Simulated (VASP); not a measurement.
# SiC (P6_3mc) in VASP: notebook

Runs on SiC. Level: PBEsol. Tasks: electric field gradients.

Everything below comes from runs of VASP 6.6.1. Logs are shortened: lines on timing, memory, paths and dates and some standing lists are left out, and cuts for length are marked.

### 1 The cell of the first run

It takes space group P6_3mc (No. 186, hexagonal). Conventional cell: a = 3.034 Å, b = 3.034 Å, c = 4.980 Å, α = 90.00°, β = 90.00°, γ = 120.00°. Si (site symmetry 3m) has 4 C at 1.84 to 1.92 Å within 2.4 Å. C (site symmetry 3m) has 4 Si at 1.84 to 1.92 Å within 2.4 Å.

### 2 Electric field gradients, PBEsol (9.93 Å³/atom)

Input file INCAR:

```
ALGO = Normal ; EDIFF = 1E-8
ENCUT = 520 ; GGA = PS
ISIF = 2 ; ISMEAR = -1
LASPH = T ; LCHARG = F
LEFG = T ; LREAL = F
LWAVE = F ; NBANDS = 16
NELM = 100 ; PREC = Accurate
SIGMA = 0.08
```

Input file KPOINTS:

```
k-points
0
Gamma
  15 15 8
```

Input file POSCAR:

```
SiC
1.0
    3.0344255669      0.0000000000      0.0000000000
   -1.5172127834      2.6278896269      0.0000000000
    0.0000000000      0.0000000000      4.9797754205
Si C
2 2
Direct
    0.3333333333      0.6666666667      0.0000000000
    0.6666666667      0.3333333333      0.5000000000
    0.3333333333      0.6666666667      0.3850000000
    0.6666666667      0.3333333333      0.8850000000
```

Potentials or basis: VASP PAW PBE potentials, release 64 (Si, C).

Run with:

```bash
> cat potpaw_PBE.64/Si/POTCAR potpaw_PBE.64/C/POTCAR > POTCAR
> mpirun -np 1 vasp_std > vasp.out
```

OUTCAR:

```text
EDIFF = 1E-8
   ENCUT = 520
   GGA = PS
   ISIF = 2
   ISMEAR = -1
   LASPH = T
   LREAL = F
   NELM = 100
   PREC = Accurate

 ion  position               nearest neighbor table
   1  0.333  0.667  0.000-   4 1.84   4 1.84   4 1.84   3 1.92   2 3.04   2 3.04   2 3.04   2 3.04
                             2 3.04   2 3.04
   2  0.667  0.333  0.500-   3 1.84   3 1.84   3 1.84   4 1.92   1 3.04   1 3.04   1 3.04   1 3.04
                             1 3.04   1 3.04
   3  0.333  0.667  0.385-   2 1.84   2 1.84   2 1.84   1 1.92
   4  0.667  0.333  0.885-   1 1.84   1 1.84   1 1.84   2 1.92

  LATTYP: Found a hexagonal cell.
 ALAT       =     3.0344255669
 C/A-ratio  =     1.6410932846

  Lattice vectors:

 A1 = (   3.0344255669,   0.0000000000,   0.0000000000)
 A2 = (  -1.5172127834,   2.6278896269,   0.0000000000)
 A3 = (   0.0000000000,   0.0000000000,   4.9797754205)

Analysis of symmetry for initial positions (statically):
=====================================================================
 Subroutine PRICEL returns:
 Original cell was already a primitive cell.

 Routine SETGRP: Setting up the symmetry group for a
 hexagonal supercell.

 Subroutine GETGRP returns: Found 12 space group operations
 (whereof  6 operations were pure point group operations)
 out of a pool of 24 trial point group operations.

The static configuration has the point symmetry C_3v.
 The point group associated with its full space group is C_6v.

Analysis of symmetry for dynamics (positions and initial velocities):
=====================================================================
 Subroutine PRICEL returns:
 Original cell was already a primitive cell.

 Routine SETGRP: Setting up the symmetry group for a
 hexagonal supercell.

 Subroutine GETGRP returns: Found 12 space group operations
 (whereof  6 operations were pure point group operations)
 out of a pool of 24 trial point group operations.

The dynamic configuration has the point symmetry C_3v.
 The point group associated with its full space group is C_6v.

 Subroutine INISYM returns: Found 12 space group operations
 (whereof  6 operations are pure point group operations),
 and found     1 'primitive' translations

----------------------------------------------------------------------------------------

                                     Primitive cell

  volume of cell :      39.7094

  direct lattice vectors                    reciprocal lattice vectors
     3.034425567  0.000000000  0.000000000     0.329551666  0.190266743  0.000000000
    -1.517212783  2.627889627  0.000000000     0.000000000  0.380533486  0.000000000
     0.000000000  0.000000000  4.979775421     0.000000000  0.000000000  0.200812269

  length of vectors
     3.034425567  3.034425567  4.979775421     0.380533486  0.380533486  0.200812269

  position of ions in fractional coordinates (direct lattice)
     0.333333333  0.666666667  0.000000000
     0.666666667  0.333333333  0.500000000
     0.333333333  0.666666667  0.385000000
     0.666666667  0.333333333  0.885000000

  ion indices of the primitive-cell ions
   primitive index   ion index
                 1           1
                 2           2
                 3           3
                 4           4

----------------------------------------------------------------------------------------

 KPOINTS: k-points

Automatic generation of k-mesh.
 Grid dimensions read from file:
 generate k-points for:   15   15    8

 Generating k-lattice:

  Cartesian coordinates                     Fractional coordinates (reciprocal lattice)
     0.021970111  0.012684450  0.000000000     0.066666667 -0.000000000  0.000000000
     0.000000000  0.025368899  0.000000000     0.000000000  0.066666667  0.000000000
     0.000000000  0.000000000  0.025101534     0.000000000  0.000000000  0.125000000

  Length of vectors
     0.025368899  0.025368899  0.025101534

  Shift w.r.t. Gamma in fractional coordinates (k-lattice)
     0.000000000  0.000000000  0.000000000

 Subroutine IBZKPT returns following result:
 ===========================================

 Found    135 irreducible k-points:

 Following reciprocal coordinates:
            Coordinates               Weight
  0.000000  0.000000  0.000000      1.000000
  0.066667  0.000000  0.000000      6.000000
  0.133333  0.000000  0.000000      6.000000
  0.200000  0.000000  0.000000      6.000000
  0.266667  0.000000  0.000000      6.000000
  0.333333  0.000000  0.000000      6.000000
[... 16 lines left out ...]
  0.333333  0.200000  0.000000     12.000000
  0.400000  0.200000  0.000000      6.000000
 [... further k-points ...]
   k-points           NKPTS =    135   k-points in BZ     NKDIM =    135   number of bands    NBANDS=     16
   number of dos      NEDOS =    301   number of ions     NIONS =      4
   total plane-waves  NPLWV =  23040
   dimension x,y,z NGX =    24 NGY =   24 NGZ =   40
   dimension x,y,z NGXF=    48 NGYF=   48 NGZF=   80
   ions per type =               2   2
   NGX,Y,Z   is equivalent  to a cutoff of  13.15, 13.15, 13.35 a.u.
   NGXF,Y,Z  is equivalent  to a cutoff of  26.30, 26.30, 26.71 a.u.
 SYSTEM =  unknown system
   PREC   = accura    normal or accurate (medium, high low for compatibility)
   ISTART =      0    job   : 0-new  1-cont  2-samecut
   ICHARG =      2    charge: 1-file 2-atom 10-const
   ISPIN  =      1    spin polarized calculation?
   LNONCOLLINEAR =      F non collinear calculations
   LSORBIT =      F    spin-orbit coupling
   LASPH  =      T    aspherical Exc in radial PAW
   ENCUT  =  520.0 eV  38.22 Ry    6.18 a.u.   5.64  5.64  9.26*2*pi/ulx,y,z
   NELM   =    100;   NELMIN=  2; NELMDL= -5     # of ELM steps
   EDIFF  = 0.1E-07   stopping-criterion for ELM
   LREAL  =      F    real-space projection
   EDIFFG = 0.1E-06   stopping-criterion for IOM
   NSW    =      0    number of steps for IOM
   IBRION =     -1    ionic relax: 0-MD 1-quasi-New 2-CG
   NFREE  =      0    steps in history (QN), initial steepest desc. (CG)
   ISIF   =      2    stress and relaxation
   ISYM   =      2    0-nonsym 1-usesym 2-fastsym
   POTIM  = 0.5000    time-step for ionic-motion
   TEBEG  =    0.0;   TEEND  =   0.0 temperature during run
   PSTRESS=    0.0 pullay stress
   NELECT =      16.0000    total number of electrons
   NUPDOWN=      -1.0000    fix difference up-down
   EMIN   =  10.00;   EMAX   =-10.00  energy-range for DOS
   EFERMI =   0.00;   METHOD = LEGACY
   ISMEAR =    -1;   SIGMA  =   0.08  broadening in eV -4-tet -1-fermi 0-gaus
   EFERMI_NEDOS =   21; number of points for ismear=-14 and -15
   IALGO  =     38    algorithm
   IMIX   =      4    mixing-type and parameters
     AMIX     =   0.40;   BMIX     =  1.00
     AMIX_MAG =   1.60;   BMIX_MAG =  1.00
  volume/ion in A,a.u.               =       9.93        66.99
  Fermi-wavevector in a.u.,A,eV,Ry     =   1.209160  2.284981 19.892635  1.462067
  Thomas-Fermi vector in A             =   2.344746
   LORBIT       =      0    0 simple, 1 ext, 2 COOP (PROOUT), +10 PAW based schemes
   GGA     = PS    functional components
   LHFCALC =     F    Hartree Fock is set to
   AEXX    =    0.0000 exact exchange contribution
   IVDW    =     0    specifies the selected vdW correction
   LEPSILON=     F    determine dielectric tensor
   LRPA    =     F    only Hartree local field effects (RPA)
 non-spin polarized calculation
  energy-cutoff  :      520.00
  volume of cell :       39.71
 maximum number of plane-waves:      1099
 NGX is ok and might be reduce to    24
   NGX = 11   NGY = 11   NGZ = 19

 number of electron      15.9999999 magnetization

 Free energy of the ion-electron system (eV)
  ---------------------------------------------------
  ext. energy  EPLUGINS =         0.00000000
  ---------------------------------------------------
  free energy    TOTEN  =       -31.72989198 eV

  energy without entropy =      -31.72989196  energy(sigma->0) =      -31.72989197

 E-fermi :   9.8958     XC(G=0): -11.6741

 val. band max:        8.8230753500   @ k =   0.0000   0.0000   0.0000
 cond. band min:      10.9077011251   @ k =   0.3333   0.3333   0.0000
 fundamental gap:      2.0846257751
 Fermi energy:         9.8957695760

 k-point     1 :       0.0000    0.0000    0.0000
  band No.  band energies     occupation
      1      -7.2469      2.00000
      2      -3.5483      2.00000
      3      -0.1803      2.00000
      4       7.2481      2.00000
      5       7.2481      2.00000
      6       8.5547      2.00000
[... 8 lines left out ...]
     15      17.7552      0.00000
     16      20.3881      0.00000

 k-point     2 :       0.0667    0.0000    0.0000
  band No.  band energies     occupation
      1      -7.1668      2.00000
      2      -3.4793      2.00000
      3      -0.1044      2.00000
      4       6.7889      2.00000
      5       7.1034      2.00000
      6       8.2634      2.00000
[... 8 lines left out ...]
     15      17.9635      0.00000
     16      19.4498      0.00000

 k-point     3 :       0.1333    0.0000    0.0000
  band No.  band energies     occupation
      1      -6.9276      2.00000
      2      -3.2758      2.00000
      3       0.1203      2.00000
      4       5.6898      2.00000
      5       6.7486      2.00000
      6       7.4931      2.00000
[... 8 lines left out ...]
     15      18.4618      0.00000
     16      18.5216      0.00000

 k-point     4 :       0.2000    0.0000    0.0000
  band No.  band energies     occupation
      1      -6.5334      2.00000
      2      -2.9496      2.00000
      3       0.4824      2.00000
      4       4.3468      2.00000
      5       6.3172      2.00000
      6       6.4521      2.00000
[... 8 lines left out ...]
     15      18.4599      0.00000
     16      18.9612      0.00000
[... 324 lines left out ...]
 k-point    22 :       0.2667    0.2000    0.0000
  band No.  band energies     occupation
      1      -4.4666      2.00000
      2      -1.7551      2.00000
      3       1.3092      2.00000
      4       2.6613      2.00000
      5       2.9762      2.00000
      6       4.1471      2.00000
[... 8 lines left out ...]
     15      19.4536      0.00000
     16      20.7694      0.00000

 k-point    23 :       0.3333    0.2000    0.0000
  band No.  band energies     occupation
      1      -3.7259      2.00000
      2      -1.8834      2.00000
      3       1.1573      2.00000
      4       2.4579      2.00000
      5       3.2555      2.00000
      6       3.5387      2.00000
[... 8 lines left out ...]
     15      19.8068      0.00000
     16      20.8061      0.00000

 k-point    24 :       0.4000    0.2000    0.0000
  band No.  band energies     occupation
      1      -3.2753      2.00000
      2      -2.1592      2.00000
      3       1.1888      2.00000
      4       2.4488      2.00000
      5       2.8752      2.00000
      6       3.8543      2.00000
[... 8 lines left out ...]
     15      20.0548      0.00000
     16      20.9946      0.00000

 [... further k-points ...]

------------------------ aborting loop because EDIFF is reached ----------------------------------------

  FORCE on cell =-STRESS in cart. coord.  units (eV):
  Direction    XX          YY          ZZ          XY          YZ          ZX
  --------------------------------------------------------------------------------------
  -------------------------------------------------------------------------------------
  Total        3.1615223      3.1615223      1.4851295      0.0000000      0.0000000      0.0000000
  in kB      127.5596943    127.5596943     59.9213414      0.0000000      0.0000000      0.0000000
  external PRESSURE =     105.0135767 kB  Pullay stress =       0.0000000 kB

 VOLUME and BASIS-vectors are now :
 -----------------------------------------------------------------------------
  energy-cutoff  :      520.00
  volume of cell :       39.71
      direct lattice vectors                 reciprocal lattice vectors
     3.034425567  0.000000000  0.000000000     0.329551666  0.190266743  0.000000000
    -1.517212783  2.627889627  0.000000000     0.000000000  0.380533486  0.000000000
     0.000000000  0.000000000  4.979775421     0.000000000  0.000000000  0.200812269

 POSITION                                       TOTAL-FORCE (eV/Angst)
 -----------------------------------------------------------------------------------
     -0.00000      1.75193      0.00000        -0.000000      0.000000      0.817886
      1.51721      0.87596      2.48989         0.000000      0.000000      0.817886
     -0.00000      1.75193      1.91721        -0.000000      0.000000     -0.817886
      1.51721      0.87596      4.40710         0.000000     -0.000000     -0.817886
 -----------------------------------------------------------------------------------
    total drift:                                0.000000      0.000000     -0.000029

  FREE ENERGIE OF THE ION-ELECTRON SYSTEM (eV)
  ---------------------------------------------------
  free  energy   TOTEN  =       -31.7298919797 eV

  energy  without entropy=      -31.7298919556  energy(sigma->0) =      -31.72989197

 Electric field gradients (V/A^2)
---------------------------------------------------------------------
 ion       V_xx      V_yy      V_zz      V_xy      V_xz      V_yz
---------------------------------------------------------------------
   1      -8.962    -8.962    17.925    -0.000     0.000    -0.000
   2      -8.962    -8.962    17.925    -0.000    -0.000     0.000
   3      -1.607    -1.607     3.213     0.000    -0.000     0.000
   4      -1.607    -1.607     3.213     0.000     0.000    -0.000
---------------------------------------------------------------------

 Electric field gradients after diagonalization (V/A^2)
 (convention: |V_zz| > |V_xx| > |V_yy|)
----------------------------------------------------------------------
 ion       V_xx      V_yy      V_zz     asymmetry (V_yy - V_xx)/ V_zz
----------------------------------------------------------------------
   1      -8.962    -8.962    17.925       0.000
   2      -8.962    -8.962    17.925       0.000
   3      -1.607    -1.607     3.213       0.000
   4      -1.607    -1.607     3.213       0.000
----------------------------------------------------------------------

           NMR quadrupolar parameters

 Cq : quadrupolar parameter    Cq=e*Q*V_zz/h
 eta: asymmetry parameters     (V_yy - V_xx)/ V_zz
 Q  : nuclear electric quadrupole moment in mb (millibarn)
----------------------------------------------------------------------
 ion       Cq(MHz)       eta       Q (mb)
----------------------------------------------------------------------
   1       0.043       0.000       1.000
   2       0.043       0.000       1.000
   3       0.008       0.000       1.000
   4       0.008       0.000       1.000
----------------------------------------------------------------------
```

It took 85 s on 1 thread of Intel Xeon 8259CL, shared host; peak memory 0.21 GiB.

Results:

| Quantity | Value |
| --- | --- |
| Free energy | -31.7299 eV |
| Pressure | 10.5 GPa |
| Largest force | 0.818 eV/Å |
| Band gap on the k mesh | 2.08 eV (least direct gap 4.05 eV) |
| Largest electric field gradient by atom | Si +17.9; C +3.2 V/Å² |

Forces on the atoms (eV/Å):
```
Si   0.000  0.000  0.818
Si   0.000  0.000  0.818
C    0.000  0.000 -0.818
C    0.000  0.000 -0.818
```

Levels at points of the mesh, in eV from the valence-band top:
| k point | band 4 | band 5 | band 6 | band 7 | band 8 | band 9 | band 10 | band 11 | band 12 | band 13 |
| --- | --- | --- | --- | --- | --- | --- | --- | --- | --- | --- |
| (0.00, 0.00, 0.00) | -1.58 | -1.58 | -0.27 | -0.27 | 0.00 | 4.93 | 6.39 | 6.68 | 6.68 | 7.86 |
| (0.00, 0.00, 0.50) | -4.56 | -0.97 | -0.97 | -0.97 | -0.97 | 6.01 | 6.01 | 7.32 | 7.32 | 7.32 |

Electric field gradients, principal values (V/Å²):
```tsv
atom	least	middle	greatest (by size)
1 Si	-8.962	-8.962	17.925
2 Si	-8.962	-8.962	17.925
3 C	-1.607	-1.607	3.213
4 C	-1.607	-1.607	3.213
```

Caveat: the cell stands under pressure; without QUAD_EFG the Cq values of the log hold for a quadrupole moment of 1 mb, not for the nuclei; the PAW data sets were made with another functional, which shifts forces and pressure a little; an odd mesh through Γ misses points on the zone boundary, where band edges can lie.

[end of part 1 of 2]
